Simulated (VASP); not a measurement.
In:

```
In
1.0
    -1.69471    1.69471    2.29737
     1.69471   -1.69471    2.29737
     1.69471    1.69471   -2.29737
In
1
Direct
  0.00000 0.00000 0.00000
```

* Program: VASP 6.6.1
* Task: relaxation of cell and atoms
* Functional: PBEsol
* Potentials or basis: VASP PAW PBE potentials, release 64 (In_d)
* Cutoff: 600 eV
* k mesh: 18 × 18 × 18
* Occupations: gaussian, width 0.1 eV
* Spin: no spin polarisation

At the start: pressure -1.3 GPa; volume 26.39 Å³/atom.

**Question.** Where does the relaxation end?

**Answer.** Over 25 steps the energy falls by 4.5 meV/atom and the volume is 25.59 Å³/atom (-3.0 %); space group I4/mmm (No. 139, to 0.1 Å) before, Fm-3m (No. 225, to 0.1 Å).

Step by step:
```csv
step,energy change (eV),largest force (eV/Å),pressure (GPa),volume (Å³)
1,0.0000,0.0000,-1.34,26.39
2,-0.0036,0.0000,0.10,25.56
3,-0.0036,0.0000,-0.02,25.59
4,-0.0036,0.0000,0.01,25.58
5,-0.0037,0.0000,0.00,25.58
6,-0.0040,0.0000,0.01,25.59
7,-0.0044,0.0000,-0.03,25.62
8,-0.0042,0.0000,-0.13,25.65
9,-0.0045,0.0000,0.03,25.63
10,-0.0045,0.0000,-0.05,25.63
11,-0.0045,0.0000,0.14,25.52
12,-0.0045,0.0000,0.03,25.60
13,-0.0045,0.0000,0.00,25.61
14,-0.0045,0.0000,-0.04,25.61
15,-0.0045,0.0000,0.02,25.60
16,-0.0045,0.0000,0.02,25.60
17,-0.0045,0.0000,0.03,25.60
18,-0.0045,0.0000,0.01,25.61
19,-0.0045,0.0000,-0.01,25.60
20,-0.0045,0.0000,0.03,25.59
21,-0.0045,0.0000,-0.02,25.63
22,-0.0045,0.0000,-0.04,25.61
23,-0.0045,0.0000,-0.01,25.60
24,-0.0045,0.0000,0.05,25.59
25,-0.0045,0.0000,0.01,25.59
```

Final structure:
```cif
data_structure
_symmetry_space_group_name_H-M 'P 1'
_symmetry_Int_Tables_number 1
_cell_length_a 3.3078
_cell_length_b 3.3078
_cell_length_c 3.3078
_cell_angle_alpha 119.993
_cell_angle_beta 119.993
_cell_angle_gamma 90.013
_cell_volume 25.59
loop_
_atom_site_label
_atom_site_type_symbol
_atom_site_fract_x
_atom_site_fract_y
_atom_site_fract_z
_atom_site_occupancy
In1 In 0.00000 0.00000 0.00000 1
```

Caveat: the PAW data sets were made with another functional, which shifts forces and pressure a little.
